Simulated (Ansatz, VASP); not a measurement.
One calculation of PtS2, two programs

File INCAR:

```
SYSTEM = PtS2
ALGO = Normal ; EDIFF = 1E-6
ENCUT = 520 ; GGA = PE
ISIF = 2 ; ISMEAR = 0
LASPH = .True. ; LCHARG = .False.
LREAL = .False. ; LWAVE = .False.
NBANDS = 18 ; NELM = 60
PREC = Accurate ; SIGMA = 0.05
```

Contents of KPOINTS:

```
k-points
0
Gamma
  12 12 8
  0 0 0
```

POSCAR

```
PtS2
1.0
    3.5431994758      0.0000000000      0.0000000000
   -1.7715997379      3.0685007567      0.0000000000
    0.0000000000      0.0000000000      5.0388000000
Pt S
1 2
Direct
    0.0000000000      0.0000000000      0.0000000000
    0.3051102540      0.6666666667      0.2500000000
    0.6666666667      0.3333333333      0.7500000000
```

Input for Ansatz:

```yaml
crystal:
  lattice:
    - [3.5431994758, 0.0, 0.0]
    - [-1.7715997379, 3.0685007567, 0.0]
    - [0.0, 0.0, 5.0388]
  atoms:
    - { symbol: Pt, position: [0.0, 0.0, 0.0] }
    - { symbol: S, position: [0.305110254, 0.6666666667, 0.25] }
    - { symbol: S, position: [0.6666666667, 0.3333333333, 0.75] }
basis:
  ecutwfc: 420
kpoints:
  mp_grid: { grid: [12, 12, 8] }
hamiltonian:
  xc: pbe
scf:
  occupations: { method: gaussian, width: 0.05 }
output:
  forces: true
  stress: true
  eigenvalues: true
```

Alike in both runs: task single point; functional PBE; k mesh 12 × 12 × 8; occupations gaussian, width 0.05 eV; no spin polarisation.

```csv
,VASP,Ansatz
version,VASP 6.6.1,Ansatz 0.2.0
potentials or method,"VASP PAW PBE potentials, release 64 (Pt, S), cutoff 520 eV","scalar-relativistic, plane waves, PAW"
valence electrons in the cell,22,30
```

```csv
,VASP,Ansatz,Ansatz less VASP
gap on the k mesh at the Fermi level (eV),0.46,0.46,-0.004
least direct gap on the mesh (eV),0.69,0.68,-0.008
pressure (GPa),2.3,2.8,+0.44
"traceless stress, the component that is largest in VASP (GPa)",3.08,3.10,+0.025
rms of the force components (eV/Å),0.426,0.422,-0.0042
```

Atom by atom the forces differ by 0.019 eV/Å (rms over components). The functional is the same, so the differences come from potentials, cutoffs and numerics. VASP's potentials hold 22 valence electrons a cell and Ansatz's 30, so a difference there can come from the potentials and not from the codes.

Spin-orbit coupling is off throughout.
